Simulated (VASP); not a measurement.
# CoSn (P6/mmm) in VASP: notebook, part 2 of 3

VASP 6.6.1.

### Step 4. Single point, PBE

This run uses another cell than the first one, of 17.41 Å³/atom.

File INCAR:

```
PREC     = Accurate       # precision mode
ENCUT    = 520            # plane-wave cutoff, eV
EDIFF    = 1E-6           # SCF threshold, eV
ISMEAR   = 0              # smearing method
SIGMA    = 0.1            # smearing width, eV
LREAL    = False          # projectors in reciprocal space
LASPH    = True           # aspherical terms in the spheres
NELM     = 100            # most SCF steps
ALGO     = Fast           # electronic algorithm
ISIF     = 2              # what is computed and relaxed
LWAVE    = False          # write WAVECAR
LCHARG   = False          # write CHGCAR
GGA      = PE             # functional
NBANDS   = 44             # bands
```

File KPOINTS:

```
Automatic mesh
0
Gamma
  12 12 8
```

File POSCAR:

```
CoSn
1.0
    5.3247508109      0.0000000000      0.0000000000
   -2.6623754055      4.6113694711      0.0000000000
    0.0000000000      0.0000000000      4.2535822039
Co Sn
3 3
Direct
    0.0000000000      0.5000000000      0.0000000000
    0.5000000000      0.5000000000      0.0000000000
    0.5000000000      0.0000000000      0.0000000000
    0.6666666667      0.3333333333      0.5000000000
    0.3333333333      0.6666666667      0.5000000000
    0.0000000000      0.0000000000      0.0000000000
```

Potentials or basis: VASP PAW PBE potentials, release 64 (Co, Sn_d).

The run is started by

```sh
$ cat potpaw_PBE.64/Co/POTCAR potpaw_PBE.64/Sn_d/POTCAR > POTCAR
$ mpirun -np 1 vasp_std > vasp.out
```

OUTCAR:

```text
PREC = Accurate
   ENCUT = 520
   EDIFF = 1E-6
   ISMEAR = 0
   LREAL = False
   LASPH = True
   NELM = 100
   ISIF = 2
   GGA = PE

 ion  position               nearest neighbor table
   1  0.000  0.500  0.000-   4 2.62   5 2.62   4 2.62   5 2.62   2 2.66   2 2.66   3 2.66   3 2.66
                             6 2.66   6 2.66
   2  0.500  0.500  0.000-   4 2.62   5 2.62   4 2.62   5 2.62   1 2.66   1 2.66   6 2.66   6 2.66
                             3 2.66   3 2.66
   3  0.500  0.000  0.000-   4 2.62   5 2.62   4 2.62   5 2.62   6 2.66   6 2.66   1 2.66   1 2.66
                             2 2.66   2 2.66
   4  0.667  0.333  0.500-   1 2.62   1 2.62   3 2.62   3 2.62   2 2.62   2 2.62   5 3.07   5 3.07
                             5 3.07   6 3.74   6 3.74   6 3.74   6 3.74   6 3.74   6 3.74
   5  0.333  0.667  0.500-   1 2.62   1 2.62   3 2.62   3 2.62   2 2.62   2 2.62   4 3.07   4 3.07
                             4 3.07   6 3.74   6 3.74   6 3.74   6 3.74   6 3.74   6 3.74
   6  0.000  0.000  0.000-   3 2.66   3 2.66   2 2.66   2 2.66   1 2.66   1 2.66   5 3.74   4 3.74
                             5 3.74   4 3.74   4 3.74   5 3.74   5 3.74   4 3.74   5 3.74   5 3.74

  LATTYP: Found a hexagonal cell.
 ALAT       =     5.3247508109
 C/A-ratio  =     0.7988321623

  Lattice vectors:

 A1 = (   5.3247508109,   0.0000000000,   0.0000000000)
 A2 = (  -2.6623754055,   4.6113694711,   0.0000000000)
 A3 = (   0.0000000000,   0.0000000000,   4.2535822039)

Analysis of symmetry for initial positions (statically):
=====================================================================
 Subroutine PRICEL returns:
 Original cell was already a primitive cell.

 Routine SETGRP: Setting up the symmetry group for a
 hexagonal supercell.

 Subroutine GETGRP returns: Found 24 space group operations
 (whereof 24 operations were pure point group operations)
 out of a pool of 24 trial point group operations.

The static configuration has the point symmetry D_6h.

Analysis of symmetry for dynamics (positions and initial velocities):
=====================================================================
 Subroutine PRICEL returns:
 Original cell was already a primitive cell.

 Routine SETGRP: Setting up the symmetry group for a
 hexagonal supercell.

 Subroutine GETGRP returns: Found 24 space group operations
 (whereof 24 operations were pure point group operations)
 out of a pool of 24 trial point group operations.

The dynamic configuration has the point symmetry D_6h.

 Subroutine INISYM returns: Found 24 space group operations
 (whereof 24 operations are pure point group operations),
 and found     1 'primitive' translations

----------------------------------------------------------------------------------------

                                     Primitive cell

  volume of cell :     104.4441

  direct lattice vectors                    reciprocal lattice vectors
     5.324750811  0.000000000  0.000000000     0.187802216  0.108427660  0.000000000
    -2.662375406  4.611369471  0.000000000     0.000000000  0.216855320  0.000000000
     0.000000000  0.000000000  4.253582204     0.000000000  0.000000000  0.235095962

  length of vectors
     5.324750811  5.324750811  4.253582204     0.216855320  0.216855320  0.235095962

  position of ions in fractional coordinates (direct lattice)
     0.000000000  0.500000000  0.000000000
     0.500000000  0.500000000  0.000000000
[... 42 lines left out ...]
  0.000000  0.000000  0.000000      1.000000
  0.083333  0.000000  0.000000      6.000000
  0.166667 -0.000000  0.000000      6.000000
  0.250000  0.000000  0.000000      6.000000
  0.333333 -0.000000  0.000000      6.000000
  0.416667 -0.000000  0.000000      6.000000
[... 16 lines left out ...]
  0.250000  0.000000  0.125000     12.000000
  0.333333 -0.000000  0.125000     12.000000
 [... further k-points ...]
   k-points           NKPTS =     95   k-points in BZ     NKDIM =     95   number of bands    NBANDS=     44
   number of dos      NEDOS =    301   number of ions     NIONS =      6
   total plane-waves  NPLWV =  51200
   dimension x,y,z NGX =    40 NGY =   40 NGZ =   32
   dimension x,y,z NGXF=    80 NGYF=   80 NGZF=   64
   ions per type =               3   3
   NGX,Y,Z   is equivalent  to a cutoff of  12.49, 12.49, 12.51 a.u.
   NGXF,Y,Z  is equivalent  to a cutoff of  24.98, 24.98, 25.01 a.u.
 SYSTEM =  unknown system
   PREC   = accura    normal or accurate (medium, high low for compatibility)
   ISTART =      0    job   : 0-new  1-cont  2-samecut
   ICHARG =      2    charge: 1-file 2-atom 10-const
   ISPIN  =      1    spin polarized calculation?
   LNONCOLLINEAR =      F non collinear calculations
   LSORBIT =      F    spin-orbit coupling
   LASPH  =      T    aspherical Exc in radial PAW
   ENCUT  =  520.0 eV  38.22 Ry    6.18 a.u.   9.90  9.90  7.91*2*pi/ulx,y,z
   NELM   =    100;   NELMIN=  2; NELMDL= -5     # of ELM steps
   EDIFF  = 0.1E-05   stopping-criterion for ELM
   LREAL  =      F    real-space projection
   EDIFFG = 0.1E-04   stopping-criterion for IOM
   NSW    =      0    number of steps for IOM
   IBRION =     -1    ionic relax: 0-MD 1-quasi-New 2-CG
   NFREE  =      0    steps in history (QN), initial steepest desc. (CG)
   ISIF   =      2    stress and relaxation
   ISYM   =      2    0-nonsym 1-usesym 2-fastsym
   POTIM  = 0.5000    time-step for ionic-motion
   TEBEG  =    0.0;   TEEND  =   0.0 temperature during run
   PSTRESS=    0.0 pullay stress
   NELECT =      69.0000    total number of electrons
   NUPDOWN=      -1.0000    fix difference up-down
   EMIN   =  10.00;   EMAX   =-10.00  energy-range for DOS
   EFERMI =   0.00;   METHOD = LEGACY
   ISMEAR =     0;   SIGMA  =   0.10  broadening in eV -4-tet -1-fermi 0-gaus
   EFERMI_NEDOS =   21; number of points for ismear=-14 and -15
   IALGO  =     68    algorithm
   IMIX   =      4    mixing-type and parameters
     AMIX     =   0.40;   BMIX     =  1.00
     AMIX_MAG =   1.60;   BMIX_MAG =  1.00
  volume/ion in A,a.u.               =      17.41       117.47
  Fermi-wavevector in a.u.,A,eV,Ry     =   1.425815  2.694400 27.659943  2.032948
  Thomas-Fermi vector in A             =   2.546159
   LORBIT       =      0    0 simple, 1 ext, 2 COOP (PROOUT), +10 PAW based schemes
   GGA     = PE    functional components
   LHFCALC =     F    Hartree Fock is set to
   AEXX    =    0.0000 exact exchange contribution
   IVDW    =     0    specifies the selected vdW correction
   LEPSILON=     F    determine dielectric tensor
   LRPA    =     F    only Hartree local field effects (RPA)
 non-spin polarized calculation
 RMM-DIIS sequential band-by-band and
 Gauss-broadening in eV      SIGMA  =   0.10
  energy-cutoff  :      520.00
  volume of cell :      104.44
 maximum number of plane-waves:      2838
 NGX is ok and might be reduce to    40
   NGX = 19   NGY = 19   NGZ = 15

 number of electron      69.0000015 magnetization

 Free energy of the ion-electron system (eV)
  ---------------------------------------------------
  ext. energy  EPLUGINS =         0.00000000
  ---------------------------------------------------
  free energy    TOTEN  =       -33.24879458 eV

  energy without entropy =      -33.23601749  energy(sigma->0) =      -33.24240604

 E-fermi :   9.5273     XC(G=0): -11.6200

 val. band max:        9.5091005314   @ k =   0.3333  -0.0000   0.1250
 cond. band min:       9.5552419901   @ k =   0.2500   0.0000   0.0000
 fundamental gap:      0.0461414587
 Fermi energy:         9.5272747411

 k-point     1 :       0.0000    0.0000    0.0000
  band No.  band energies     occupation
      1     -11.9760      2.00000
      2     -11.8651      2.00000
      3     -11.8651      2.00000
      4     -11.8245      2.00000
      5     -11.8245      2.00000
      6     -11.7239      2.00000
[... 1117 lines left out ...]
     43      14.2914      0.00000
     44      15.8305      0.00000

 [... further k-points ...]
[... 5 lines left out ...]
  --------------------------------------------------------------------------------------
  -------------------------------------------------------------------------------------
  Total       -1.3288879     -1.3288879     -1.3981969      0.0000000      0.0000000     -0.0000000
  in kB      -20.3851952    -20.3851952    -21.4483983      0.0000000      0.0000000     -0.0000000
  external PRESSURE =     -20.7395963 kB  Pullay stress =       0.0000000 kB

 VOLUME and BASIS-vectors are now :
 -----------------------------------------------------------------------------
  energy-cutoff  :      520.00
  volume of cell :      104.44
      direct lattice vectors                 reciprocal lattice vectors
     5.324750811  0.000000000  0.000000000     0.187802216  0.108427660  0.000000000
    -2.662375406  4.611369471  0.000000000     0.000000000  0.216855320  0.000000000
     0.000000000  0.000000000  4.253582204     0.000000000  0.000000000  0.235095962

 POSITION                                       TOTAL-FORCE (eV/Angst)
 -----------------------------------------------------------------------------------
     -1.33119      2.30568      0.00000        -0.000000      0.000000      0.000000
      1.33119      2.30568      0.00000        -0.000000      0.000000      0.000000
      2.66238      0.00000      0.00000        -0.000000      0.000000      0.000000
      2.66238      1.53712      2.12679         0.000000      0.000000      0.000000
     -0.00000      3.07425      2.12679        -0.000000      0.000000      0.000000
      0.00000      0.00000      0.00000        -0.000000      0.000000      0.000000
 -----------------------------------------------------------------------------------
    total drift:                               -0.000000      0.000000     -0.000000

  FREE ENERGIE OF THE ION-ELECTRON SYSTEM (eV)
  ---------------------------------------------------
  free  energy   TOTEN  =       -33.2487945843 eV

  energy  without entropy=      -33.2360174890  energy(sigma->0) =      -33.24240604
```

Run time: 4.9 min. Hardware: 1 thread of AMD EPYC 9R45 (Zen 5), shared host; peak memory 0.42 GiB.

Results:

| Quantity | Value |
| --- | --- |
| Free energy | -33.2488 eV |
| Pressure | -2.1 GPa |
| Band gap on the k mesh | zero (an odd number of electrons rules out a gap without spin polarisation) |

Stress tensor (GPa, compression positive):
```
-2.04  0.00  0.00
 0.00 -2.04  0.00
 0.00  0.00 -2.14
```

Caveat: spin-orbit coupling is left out, which moves the levels of the heavy elements; the run has no spin polarisation, though such a crystal can be magnetic. Spin polarisation is off, so any magnetic state and its effect on volume and gap are missing.

(Continued in part 3 of 3.)
